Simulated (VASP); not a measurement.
Runs of VASP 6.6.1 on PbS. The structure is cubic, space group F-43m (No. 216). Conventional cell: a = 6.602 Å, b = 6.602 Å, c = 6.602 Å, α = 90.00°, β = 90.00°, γ = 90.00°. Pb (site symmetry -43m) has 4 S at 2.86 Å within 3.8 Å. S (site symmetry -43m) has 4 Pb at 2.86 Å within 3.8 Å. 

```tsv
level	k mesh	grid for exact exchange (PRECFOCK)	share of exact exchange	screening parameter	gap on the mesh (eV)	pressure (GPa)
PBE-based screened hybrid with 100 % exact exchange	4 × 4 × 4	Normal	1	0.1 1/Å	4.39	-1.6
r2SCAN	4 × 4 × 4, shifted	-	-	-	(a)	0.0
PBE-based screened hybrid with 20 % exact exchange	4 × 4 × 4	Normal	0.2	0.1 1/Å	1.42	0.0
HSE06	4 × 4 × 4	Normal	0.25	0.2079 1/Å	(b)	0.0
```

Alike in all rows: task single point; potentials or basis VASP PAW PBE potentials, release 64 (Pb_d, S); no spin polarisation; cell as given; cutoff (eV) 520; smearing gaussian 0.01 eV.

Question: Estimate the missing entries.

Answer: (a) 1.50; (b) 1.29.

Caveats: the structure was generated, so it needn't be the stable form of PbS; the PAW data sets were made with another functional, which shifts forces and pressure a little; spin-orbit coupling is left out, which moves the levels of the heavy elements; a shifted mesh leaves out Γ, where band edges can lie (at least some runs).

A k mesh can miss the band edges, and the runs leave out spin-orbit coupling on Pb.
